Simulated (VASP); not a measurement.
# C (Cmmm) in VASP: further runs

The runs below take C through single point, with PBEsol+D3(BJ).

Program: VASP 6.6.1. These are calculated values, not measurements. Logs are shortened: lines on timing, memory, paths and dates and some standing lists are left out, and cuts for length are marked.

**1. The cell of the first run**

Symmetry: Cmmm, No. 65, orthorhombic system. The conventional cell has a = 2.437 Å, b = 4.221 Å, c = 3.500 Å, α = 90.00°, β = 90.00°, γ = 90.00°. C (site symmetry m2m) has 3 C at 1.37 to 1.43 Å within 1.8 Å.

**2. Single point, PBEsol+D3(BJ) (atoms displaced along a vibrational mode, the cell strained)**

Input file INCAR:

```
SYSTEM = C
ALGO = Normal
EDIFF = 1E-6
ENCUT = 520
GGA = PS
ISIF = 2
ISMEAR = 0
IVDW = 12
LASPH = .TRUE.
LCHARG = .TRUE.
LELF = .TRUE.
LREAL = .FALSE.
LVHAR = .TRUE.
LWAVE = .FALSE.
NBANDS = 11
NELM = 60
PREC = Accurate
SIGMA = 0.15
```

Input file KPOINTS:

```
k-points
0
G
  21 21 12
  0 0 0
```

Input file POSCAR:

```
C
1.0
    2.4372596835      0.0000000000      0.0000000000
   -1.2186298418      2.1107288015      0.0000000000
    0.0000000000      0.0000000000      3.5001875387
C
2
Direct
    0.3380317105      0.6760634210      0.0000000000
    0.6619682895      0.3239365790      0.0000000000
```

Potentials or basis: VASP PAW PBE potentials, release 64 (C).

Launch:

```console
$ cat potpaw_PBE.64/C/POTCAR > POTCAR
$ mpirun -np 1 vasp_std > vasp.out
```

OUTCAR:

```text
SYSTEM = C
   EDIFF = 1E-6
   ENCUT = 520
   GGA = PS
   ISIF = 2
   ISMEAR = 0
   IVDW = 12
   LASPH = .TRUE.
   LREAL = .FALSE.
   NELM = 60
   PREC = Accurate
 IVDW          = 12

 ion  position               nearest neighbor table
   1  0.338  0.676  0.000-   2 1.37   2 1.43   2 1.43
   2  0.662  0.324  0.000-   1 1.37   1 1.43   1 1.43

  LATTYP: Found a hexagonal cell.
 ALAT       =     2.4372596835
 C/A-ratio  =     1.4361159635

  Lattice vectors:

 A1 = (   2.4372596835,   0.0000000000,   0.0000000000)
 A2 = (  -1.2186298418,   2.1107288015,   0.0000000000)
 A3 = (   0.0000000000,   0.0000000000,   3.5001875387)

Analysis of symmetry for initial positions (statically):
=====================================================================
 Subroutine PRICEL returns:
 Original cell was already a primitive cell.

 Routine SETGRP: Setting up the symmetry group for a
 hexagonal supercell.

 Subroutine GETGRP returns: Found  8 space group operations
 (whereof  8 operations were pure point group operations)
 out of a pool of 24 trial point group operations.

The static configuration has the point symmetry D_2h.

Analysis of symmetry for dynamics (positions and initial velocities):
=====================================================================
 Subroutine PRICEL returns:
 Original cell was already a primitive cell.

 Routine SETGRP: Setting up the symmetry group for a
 hexagonal supercell.

 Subroutine GETGRP returns: Found  8 space group operations
 (whereof  8 operations were pure point group operations)
 out of a pool of 24 trial point group operations.

The dynamic configuration has the point symmetry D_2h.

 Subroutine INISYM returns: Found  8 space group operations
 (whereof  8 operations are pure point group operations),
 and found     1 'primitive' translations

----------------------------------------------------------------------------------------

                                     Primitive cell

  volume of cell :      18.0063

  direct lattice vectors                    reciprocal lattice vectors
     2.437259684  0.000000000  0.000000000     0.410296862  0.236885004  0.000000000
    -1.218629842  2.110728802  0.000000000     0.000000000  0.473770007  0.000000000
     0.000000000  0.000000000  3.500187539     0.000000000  0.000000000  0.285698977

  length of vectors
     2.437259684  2.437259683  3.500187539     0.473770007  0.473770007  0.285698977

  position of ions in fractional coordinates (direct lattice)
     0.338031710  0.676063421  0.000000000
     0.661968290  0.323936579  0.000000000
[... 86 lines left out ...]
   TEBEG  =    0.0;   TEEND  =   0.0 temperature during run
   PSTRESS=    0.0 pullay stress
   NELECT =       8.0000    total number of electrons
   NUPDOWN=      -1.0000    fix difference up-down
   EMIN   =  10.00;   EMAX   =-10.00  energy-range for DOS
   EFERMI =   0.00;   METHOD = LEGACY
   ISMEAR =     0;   SIGMA  =   0.15  broadening in eV -4-tet -1-fermi 0-gaus
   EFERMI_NEDOS =   21; number of points for ismear=-14 and -15
   IALGO  =     38    algorithm
   IMIX   =      4    mixing-type and parameters
     AMIX     =   0.40;   BMIX     =  1.00
     AMIX_MAG =   1.60;   BMIX_MAG =  1.00
  volume/ion in A,a.u.               =       9.00        60.76
  Fermi-wavevector in a.u.,A,eV,Ry     =   1.249193  2.360633 21.231672  1.560484
  Thomas-Fermi vector in A             =   2.383245
   LORBIT       =      0    0 simple, 1 ext, 2 COOP (PROOUT), +10 PAW based schemes
   GGA     = PS    functional components
   LHFCALC =     F    Hartree Fock is set to
   AEXX    =    0.0000 exact exchange contribution
   IVDW    =    12    specifies the selected vdW correction
   LEPSILON=     F    determine dielectric tensor
   LRPA    =     F    only Hartree local field effects (RPA)
 non-spin polarized calculation
 Gauss-broadening in eV      SIGMA  =   0.15
  energy-cutoff  :      520.00
  volume of cell :       18.01
 maximum number of plane-waves:       506
   NGX =  9   NGY =  9   NGZ = 13

 number of electron       8.0000000 magnetization

 Free energy of the ion-electron system (eV)
  ---------------------------------------------------
  ext. energy  EPLUGINS =         0.00000000
  ---------------------------------------------------
  free energy    TOTEN  =       -19.21262092 eV

  energy without entropy =      -19.21217059  energy(sigma->0) =      -19.21239575

 E-fermi :   4.4515     XC(G=0): -10.2993

 val. band max:        4.4299811835   @ k =   0.3333   0.3333   0.1667
 cond. band min:       4.4608221423   @ k =   0.3333   0.3333   0.3333
 fundamental gap:      0.0308409588
 Fermi energy:         4.4514827782

 k-point     1 :       0.0000    0.0000    0.0000
  band No.  band energies     occupation
      1     -15.4043      2.00000
      2      -2.5864      2.00000
      3       0.8780      2.00000
      4       2.0968      2.00000
      5       8.0690      0.00000
      6      12.1700      0.00000
      7      13.7336      0.00000
      8      16.5172      0.00000
      9      17.7434      0.00000
     10      26.7716      0.00000
     11      28.7209      0.00000
[... 309 lines left out ...]
 k-point    24 :       0.0952    0.0476    0.0000
  band No.  band energies     occupation
      1     -15.0196      2.00000
      2      -2.1383      2.00000
      3      -0.2167      2.00000
      4       0.9924      2.00000
      5       8.5453      0.00000
      6      12.9170      0.00000
      7      14.6224      0.00000
      8      15.2701      0.00000
      9      18.4148      0.00000
     10      27.8087      0.00000
     11      27.8955      0.00000

 [... further k-points ...]

------------------------ aborting loop because EDIFF is reached ----------------------------------------

 Edisp (eV)   -0.21093

 E8    (eV) :    -0.1025

  FORCE on cell =-STRESS in cart. coord.  units (eV):
  Direction    XX          YY          ZZ          XY          YZ          ZX
  --------------------------------------------------------------------------------------
  -------------------------------------------------------------------------------------
  Total       0.85779     2.11935     0.00805    -0.00000     0.00000     0.00000
  in kB      76.32442   188.57630     0.71636    -0.00000     0.00000     0.00000
  external pressure =       88.54 kB  Pullay stress =        0.00 kB

 VOLUME and BASIS-vectors are now :
 -----------------------------------------------------------------------------
  energy-cutoff  :      520.00
  volume of cell :       18.01
      direct lattice vectors                 reciprocal lattice vectors
     2.437259684  0.000000000  0.000000000     0.410296862  0.236885004  0.000000000
    -1.218629842  2.110728802  0.000000000     0.000000000  0.473770007  0.000000000
     0.000000000  0.000000000  3.500187539     0.000000000  0.000000000  0.285698977

 POSITION                                       TOTAL-FORCE (eV/Angst)
 -----------------------------------------------------------------------------------
     -0.00000      1.42699      0.00000         0.000000     -2.456241     -0.000000
      1.21863      0.68374      0.00000        -0.000000      2.456241      0.000000
 -----------------------------------------------------------------------------------
    total drift:                                0.000000      0.000000      0.000000

  FREE ENERGIE OF THE ION-ELECTRON SYSTEM (eV)
  ---------------------------------------------------
  free  energy   TOTEN  =       -19.4235535515 eV

  energy  without entropy=      -19.4231032169  energy(sigma->0) =      -19.42332838
```

It took 2.2 min on 1 thread of Intel Xeon Platinum 8259CL at 2.50GHz (Skylake/Cascade Lake), shared host; peak memory 0.25 GiB.

What came out:

| Quantity | Value |
| --- | --- |
| Free energy | -19.4236 eV |
| Pressure | 8.9 GPa |
| Largest force | 2.456 eV/Å |
| Band gap on the k mesh | zero (bands 4 and 5 overlap by 0.50 eV) |
| Dispersion energy per atom | -0.105 eV |

Forces on the atoms (eV/Å):
```
C    0.000 -2.456  0.000
C    0.000  2.456  0.000
```

Stress tensor (GPa, compression positive):
```
 7.63  0.00  0.00
 0.00 18.86  0.00
 0.00  0.00  0.07
```

Caveat: the cell differs from its parent crystal (atoms displaced along a vibrational mode, the cell strained); the stress differs along the axes, from 0 to 19 GPa; the PAW data sets were made with another functional, which shifts forces and pressure a little.

**3. Single point, PBEsol+D3(BJ) (atoms displaced along a vibrational mode, the cell strained)**

Input file INCAR:

```
SYSTEM = C
PREC = Accurate
ENCUT = 520
EDIFF = 1E-6
ISMEAR = 0
SIGMA = 0.15
LREAL = .False.
LASPH = .True.
NELM = 80
ALGO = Normal
ISIF = 2
LWAVE = .False.
LCHARG = .False.
GGA = PS
IVDW = 12
NBANDS = 11
```

Input file KPOINTS:

```
regular mesh
0
Gamma
  21 21 12
  0 0 0
```

Input file POSCAR:

```
C
1.0
    2.4372596835      0.0000000000      0.0000000000
   -1.2186298418      2.1107288015      0.0000000000
    0.0000000000      0.0000000000      3.5001875387
C
2
Direct
    0.3192382018      0.6384764037      0.0000000000
    0.6807617982      0.3615235963      0.0000000000
```

Potentials or basis: VASP PAW PBE potentials, release 64 (C).

Launch:

```console
$ cat potpaw_PBE.64/C/POTCAR > POTCAR
$ mpirun -np 1 vasp_std > vasp.out
```

Run time: 1.9 min. Hardware: 1 thread of Intel Xeon Platinum 8259CL at 2.50GHz (Skylake/Cascade Lake), shared host; peak memory 0.24 GiB.

The run converged. Its results:

| Quantity | Value |
| --- | --- |
| Free energy | -19.0979 eV |
| Pressure | 13.8 GPa |
| Largest force | 5.914 eV/Å |
| Band gap on the k mesh | zero (bands 4 and 5 overlap by 0.50 eV) |
| Dispersion energy per atom | -0.106 eV |

Forces in eV/Å, atoms in the order of the input:
```
C    0.000  5.914  0.000
C    0.000 -5.914  0.000
```

Stress tensor (GPa, compression positive):
```
35.64  0.00  0.00
 0.00  5.77  0.00
 0.00  0.00 -0.05
```

Levels at points of the mesh, in eV from the Fermi level:
```
           k point  band 1  band 2  band 3  band 4  band 5  band 6  band 7  band 8  band 9
(0.00, 0.00, 0.00)  -19.78   -6.99   -4.67   -0.93    3.72    6.24   11.00   12.24   13.40
(0.00, 0.00, 0.50)  -19.57   -8.59   -4.65   -0.89    6.29    9.31   11.09   11.94   13.72
```

Caveat: the cell differs from its parent crystal (atoms displaced along a vibrational mode, the cell strained); the stress differs along the axes, from -0 to 36 GPa; the PAW data sets were made with another functional, which shifts forces and pressure a little.

**4. Single point, PBEsol+D3(BJ) (atoms displaced along a vibrational mode, the cell strained)**

Input file INCAR:

```
ALGO = Normal
EDIFF = 1E-6
ENCUT = 520
GGA = PS
ISIF = 2
ISMEAR = 0
IVDW = 12
LASPH = True
LCHARG = False
LREAL = False
LWAVE = False
NBANDS = 11
NELM = 100
PREC = Accurate
SIGMA = 0.15
```

Input file KPOINTS:

```
k-points
0
Gamma
  21 21 12
```

Input file POSCAR:

```
C
1.0
    2.4372596835      0.0000000000      0.0000000000
   -1.2186298418      2.1107288015      0.0000000000
    0.0000000000      0.0000000000      3.5001875387
C
2
Direct
    0.3474284648      0.6948569296      0.0000000000
    0.6525715352      0.3051430704      0.0000000000
```

Launch:

```console
$ cat potpaw_PBE.64/C/POTCAR > POTCAR
$ mpirun -np 1 vasp_std > vasp.out
```

It took 2 min on 1 thread of Intel Xeon Platinum 8259CL at 2.50GHz (Skylake/Cascade Lake), shared host; peak memory 0.24 GiB.

It converged, with:

```
Free energy                : -19.0139 eV
Pressure                   : 15.6 GPa
Largest force              : 8.061 eV/Å
Band gap on the k mesh     : zero (bands 4 and 5 overlap by 0.94 eV)
Dispersion energy per atom : -0.106 eV
```

Forces on the atoms (eV/Å):
```
C    0.000 -8.061  0.000
C    0.000  8.061  0.000
```

Stress tensor (GPa, compression positive):
```
 4.63  0.00  0.00
 0.00 42.38  0.00
 0.00  0.00 -0.16
```

Levels at points of the mesh, in eV from the Fermi level:
```csv
k point,band 1,band 2,band 3,band 4,band 5,band 6,band 7,band 8,band 9
"(0.00, 0.00, 0.00)",-19.63,-6.85,-4.43,-0.84,3.87,6.42,10.79,12.42,13.83
"(0.00, 0.00, 0.50)",-19.42,-8.44,-4.40,-0.82,6.47,9.44,10.90,12.12,14.13
```

Caveat: the cell differs from its parent crystal (atoms displaced along a vibrational mode, the cell strained); the stress differs along the axes, from -0 to 42 GPa; the PAW data sets were made with another functional, which shifts forces and pressure a little.

**5. Single point, PBEsol+D3(BJ) (atoms displaced along a vibrational mode, the cell strained)**

Input file INCAR:

```
SYSTEM = C
ALGO = Normal ; EDIFF = 1E-7
ENCUT = 520 ; GGA = PS
ISIF = 2 ; ISMEAR = 0
IVDW = 12 ; LASPH = .TRUE.
LCHARG = .FALSE. ; LREAL = .FALSE.
LWAVE = .FALSE. ; NBANDS = 11
NELM = 60 ; PREC = Accurate
SIGMA = 0.15
```

Input file KPOINTS:

```
k-points
0
G
  21 21 12
  0 0 0
```

Input file POSCAR:

```
C
1.0
    2.4372596835      0.0000000000      0.0000000000
   -1.2186298418      2.1107288015      0.0000000000
    0.0000000000      0.0000000000      3.5001875387
C
2
Direct
    0.3286349562      0.6572699123      0.0000000000
    0.6713650438      0.3427300877      0.0000000000
```

Launch:

```console
$ cat potpaw_PBE.64/C/POTCAR > POTCAR
$ mpirun -np 1 vasp_std > vasp.out
```

Run time: 2.4 min. Hardware: 1 thread of Intel Xeon Platinum 8259CL at 2.50GHz (Skylake/Cascade Lake), shared host; peak memory 0.25 GiB.

Results (log left out):

* Free energy: -19.4266 eV
* Pressure: 8.8 GPa
* Largest force: 2.222 eV/Å
* Band gap on the k mesh: zero (bands 4 and 5 overlap by 0.53 eV)
* Dispersion energy per atom: -0.105 eV

Forces in eV/Å, atoms in the order of the input:
```
C    0.000  2.222  0.000
C    0.000 -2.222  0.000
```

Stress tensor (GPa, compression positive):
```
18.38  0.00  0.00
 0.00  7.91  0.00
 0.00  0.00  0.09
```

Levels at points of the mesh, in eV from the Fermi level:
```
           k point  band 1  band 2  band 3  band 4  band 5  band 6  band 7  band 8
(0.00, 0.00, 0.00)  -19.86   -7.04   -3.58   -2.35    3.62    7.71    9.30   12.06
(0.00, 0.00, 0.50)  -19.64   -8.64   -3.56   -2.32    7.77    9.27    9.38   11.76
```

Caveat: the cell differs from its parent crystal (atoms displaced along a vibrational mode, the cell strained); the stress differs along the axes, from 0 to 18 GPa; the PAW data sets were made with another functional, which shifts forces and pressure a little.

(Part 1 of 2 ends here.)

The gap in the log of VASP goes by the Fermi energy; the results here count the filled bands.